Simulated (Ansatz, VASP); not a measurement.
# Two plane-wave programs on BaTiO3

```
Ba Ti O
1.0
     3.91335    0.00000    0.00000
     0.00000    2.78554    2.79364
     0.00000   -2.78554    2.79364
Ba Ti O
1 1 3
Direct
  0.00000 0.00000 0.00000
  0.50000 0.51240 0.51240
  0.00000 0.48740 0.48740
  0.50000 0.50524 0.99184
  0.50000 0.99184 0.50524
```

Alike in both runs: task single point; functional r2SCAN; k mesh 6 × 6 × 6; no spin polarisation.

|  | VASP | Ansatz |
| --- | --- | --- |
| version | VASP 6.6.1 | Ansatz 0.2.0 |
| potentials or method | VASP PAW PBE potentials, release 64 (Ba_sv, Ti_sv, O), cutoff 520 eV | plane waves, PAW |
| occupations | gaussian, width 0.01 eV | fixed |
| valence electrons in the cell | 40 | 40 |

```tsv
	VASP	Ansatz	Ansatz less VASP
pressure (GPa)	12.3	9.9	-2.40
traceless stress, the component that is largest in VASP (GPa)	-0.47	-0.48	-0.010
```

VASP's potentials were made for PBE, not for r2SCAN.

Neither program's run includes spin-orbit coupling.
